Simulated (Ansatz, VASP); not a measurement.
Two plane-wave programs on Mg2NCl

The input INCAR:

```
SYSTEM = Mg2NCl
  ALGO = Normal
  EDIFF = 1E-7
  ENCUT = 520
  ISIF = 2
  ISMEAR = 0
  LASPH = .TRUE.
  LCHARG = .FALSE.
  LREAL = .FALSE.
  LWAVE = .FALSE.
  NBANDS = 16
  NELM = 60
  PREC = Accurate
  SIGMA = 0.05
```

File KPOINTS:

```
k-points
0
G
  9 9 9
  0 0 0
```

POSCAR

```
Mg2NCl
1.0
    1.6606666161      0.9587863178      5.7028281500
   -1.6606666161      0.9587863178      5.7028281500
    0.0000000000     -1.9175726357      5.7028281500
Mg N Cl
2 1 1
Direct
    0.2228150000      0.2228150000      0.2228150000
    0.7771850000      0.7771850000      0.7771850000
    0.5000000000      0.5000000000      0.5000000000
    0.0000000000      0.0000000000      0.0000000000
```

Input for Ansatz:

```yaml
crystal:
  lattice:
    - [1.6606666161, 0.9587863178, 5.70282815]
    - [-1.6606666161, 0.9587863178, 5.70282815]
    - [0.0, -1.9175726357, 5.70282815]
  atoms:
    - { symbol: Mg, position: [0.222815, 0.222815, 0.222815] }
    - { symbol: Mg, position: [0.777185, 0.777185, 0.777185] }
    - { symbol: "N", position: [0.5, 0.5, 0.5] }
    - { symbol: Cl, position: [0.0, 0.0, 0.0] }
basis:
  ecutwfc: 420
kpoints:
  mp_grid: { grid: [9, 9, 9] }
hamiltonian:
  xc: lda
scf:
  occupations: { method: gaussian, width: 0.05 }
output:
  forces: true
  stress: true
  eigenvalues: true
```

Change from the starting cell: strain +0.000 along x and y, -0.050 along z, atoms carried along.

Alike in both runs: task single point; functional LDA; k mesh 9 × 9 × 9; occupations gaussian, width 0.05 eV; no spin polarisation.

|  | VASP | Ansatz |
| --- | --- | --- |
| version | VASP 6.6.1 | Ansatz 0.2.0 |
| potentials or method | VASP PAW LDA potentials, release 64 (Mg, N, Cl), cutoff 520 eV | scalar-relativistic, plane waves, PAW |
| valence electrons in the cell | 16 | 32 |

```tsv
	VASP	Ansatz	Ansatz less VASP
gap on the k mesh at the Fermi level (eV)	2.76	2.77	+0.014
least direct gap on the mesh (eV)	2.76	2.77	+0.014
pressure (GPa)	-2.9	-2.2	+0.74
traceless stress, the component that is largest in VASP (GPa)	5.38	5.39	+0.011
rms of the force components (eV/Å)	0.077	0.091	+0.0141
```

LDA's correlation is that of Perdew and Zunger in VASP and of Perdew and Wang (1992) in Ansatz. Atom by atom the forces differ by 0.014 eV/Å (rms over components). VASP's potentials hold 16 valence electrons a cell and Ansatz's 32, so a difference there can come from the potentials and not from the codes.
